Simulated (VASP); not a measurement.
A run of VASP 6.6.1 is set up as follows.

INCAR

```
  ALGO = Normal
  EDIFF = 1E-6
  ENCUT = 690
  GGA = PE
  GGA_COMPAT = F
  ISIF = 2
  ISMEAR = -1
  ISPIN = 2
  LASPH = T
  LCHARG = F
  LMAXMIX = 4
  LORBIT = 11
  LREAL = F
  LWAVE = F
  MAGMOM = 3.75 3.75
  NBANDS = 27
  NELM = 200
  NUPDOWN = 7.5
  PREC = Accurate
  SIGMA = 0.05
```

Contents of KPOINTS:

```
k-points
0
Gamma
  10 10 6
```

POSCAR

```
Fe
1.0
    2.4341575853      0.0000000000      0.0000000000
   -1.2170787927      2.1080423057      0.0000000000
    0.0000000000      0.0000000000      3.8419344700
Fe
2
Direct
    0.6666666667      0.3333333333      0.7500000000
    0.3333333333      0.6666666667      0.2500000000
```

Potentials or basis: VASP PAW PBE potentials, release 64 (Fe_sv).

The run is started by

```sh
$ cat potpaw_PBE.64/Fe_sv/POTCAR > POTCAR
$ mpirun -np 1 vasp_std > vasp.out
```

Question: Predict the pressure.

Answer: 122.5 GPa.

Stress tensor (GPa, compression positive):
```
118.97   0.00   0.00
  0.00 118.97   0.00
  0.00   0.00 129.49
```

Caveat: the stress differs along the axes, from 119 to 129 GPa; the total moment is fixed, so each spin has its own Fermi level and the state may be an excited one.
